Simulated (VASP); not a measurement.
Wanted: the native input for a VASP 6.6.1 run.

| Property | Result |
| --- | --- |
| Task | single point |
| Functional | PBE |
| Potentials or basis | VASP PAW PBE potentials, release 64 (Be) |
| Cutoff | 520 eV |
| k mesh | 8 × 6 × 6 |
| Occupations | gaussian, width 0.2 eV |
| Spin | no spin polarisation |
| Dipole correction | no |
| Further INCAR settings | ALGO = Normal; EDIFF = 1e-07; NBANDS = 12 |

The structure of Be lies in POSCAR:

```
Be
1.0
    0.0000000000      0.0000000000      2.6616410516
    4.0416142512      0.0000000000      0.0000000000
    0.0000000000      4.0416142512      0.0000000000
Be
4
Direct
    0.5000000000      0.0000000000      0.0000000000
    0.5000000000      0.0000000000      0.5000000000
    0.5000000000      0.5000000000      0.0000000000
    0.5000000000      0.5000000000      0.5000000000
```

The input as run:

INCAR

```
SYSTEM = Be
PREC = Accurate
ENCUT = 520
EDIFF = 1E-7
ISMEAR = 0
SIGMA = 0.2
LREAL = .FALSE.
LASPH = .TRUE.
NELM = 100
ALGO = Normal
ISIF = 2
LWAVE = .FALSE.
LCHARG = .TRUE.
GGA = PE
LELF = .TRUE.
LVHAR = .TRUE.
NBANDS = 12
```

KPOINTS

```
regular mesh
0
G
  8 6 6
  0 0 0
```

Potentials or basis: VASP PAW PBE potentials, release 64 (Be).

Run with:

```sh
$ cat potpaw_PBE.64/Be/POTCAR > POTCAR
$ mpirun -np 1 vasp_std > vasp.out
```

Results of the run:

```
Pressure               : -0.1 GPa
Band gap on the k mesh : zero (band 4 reaches 5.08 eV, above the bottom of band 5 at 3.12 eV)
```

Run time: 11 s on 1 thread of AMD EPYC 9R45 96-Core Processor (Zen 5), with other jobs on the host, peak memory 0.12 GiB.
